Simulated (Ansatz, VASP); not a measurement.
# MnSn3 in VASP and in Ansatz

```
Sn Mn
1.0
     4.60277    0.00000    0.00000
     0.00000    4.60277    0.00000
     0.00000    0.00000    4.60277
Sn Mn
3 1
Direct
  0.00000 0.50000 0.50000
  0.50000 0.00000 0.50000
  0.50000 0.50000 0.00000
  0.00000 0.00000 0.00000
```

Alike in both runs: functional PBE; k mesh 10 × 10 × 10; occupations gaussian, width 0.1 eV; collinear spin.

Ansatz relaxed the structure, and its values are those at the end. VASP's run is a single point on that final structure, the one shown.

|  | VASP | Ansatz |
| --- | --- | --- |
| version | VASP 6.6.1 | Ansatz 0.2.0 |
| potentials or method | VASP PAW PBE potentials, release 64 (Sn_d, Mn_pv), cutoff 520 eV | scalar-relativistic, plane waves, PAW |
| valence electrons in the cell | 55 | 57 |

Ansatz gave:

| Property | Result |
| --- | --- |
| gap on the k mesh at the Fermi level (eV) | none |
| pressure (GPa) | 0.0 |
| net moment per atom (μB) | 1.04 |
| size of the moment on the site where the two differ most (μB) | 4.21 |

Which values does VASP return?

gap on the k mesh at the Fermi level (eV): none; pressure (GPa): -0.1; net moment per atom (μB): 1.04; size of the moment on the site where the two differ most (μB): 4.00.

Site moments also hang on the region over which each program counts them. A gap of «none» marks a metal or a gap that the smearing closes. VASP's potentials hold 55 valence electrons a cell and Ansatz's 57, so a difference there can come from the potentials and not from the codes.
